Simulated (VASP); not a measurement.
## Ti3CN3: relaxation of the atoms with PBE

System: Ti3CN3, a slab with vacuum.

```
CELL_PARAMETERS angstrom
3.00286 0.00000 0.00000
-1.50143 2.60055 0.00000
0.00000 0.00000 21.55415
ATOMIC_POSITIONS crystal
N 0.33333 0.66667 0.18558
N 0.00000 0.00000 0.29933
N 0.66667 0.33333 0.41473
Ti 0.66667 0.33333 0.24245
Ti 0.33333 0.66667 0.35751
Ti 0.00000 0.00000 0.46646
C 0.33333 0.66667 0.51842
```

```
Program                   : VASP 6.6.1
Task                      : relaxation of the atoms
Functional                : PBE
Potentials or basis       : VASP PAW PBE potentials, release 64 (N, Ti_sv, C)
Cutoff                    : 520 eV
k mesh                    : 9 × 9 × 1
Occupations               : gaussian, width 0.1 eV
Spin                      : no spin polarisation
Dipole correction         : yes
Atoms held fixed (from 0) : [0, 3, 1, 4, 2, 5, 6]
Further INCAR settings    : ALGO = Normal; EDIFF = 1e-07; NELMDL = -8; IBRION = 2; EDIFFG = -0.025; NSW = 36
```

| Quantity | Value |
| --- | --- |
| Energy gained by relaxing | 0.3 meV/atom |
| Ionic steps | 3 |
| Band gap on the k mesh | zero (an odd number of electrons rules out a gap without spin polarisation) |

Step by step:
| step | energy change (eV) | largest force on free atoms (eV/Å) | pressure (GPa) |
| --- | --- | --- | --- |
| 1 | 0.0000 | 0.2243 | 0.37 |
| 2 | -0.0018 | 0.1089 | 0.24 |
| 3 | -0.0024 | 0.0033 | 0.11 |

Final structure:
```
N Ti C
1.0
     3.00286    0.00000    0.00000
    -1.50143    2.60055    0.00000
     0.00000    0.00000   21.55415
N Ti C
3 3 1
Direct
  0.33333 0.66667 0.18558
  0.00000 0.00000 0.29933
  0.66667 0.33333 0.41473
  0.66667 0.33333 0.24246
  0.33333 0.66667 0.35751
  0.00000 0.00000 0.46646
  0.33333 0.66667 0.51942
```

Levels at points of the mesh, in eV from the Fermi level:
```
           k point  band 25  band 26  band 27  band 28  band 29  band 30
(0.00, 0.00, 0.00)    -0.52    -0.31     0.35     0.35     0.62     0.62
```

It took 5.3 min on 1 thread of AMD EPYC 7R13 Processor (Zen 3) (shared host), peak memory 0.3 GiB.
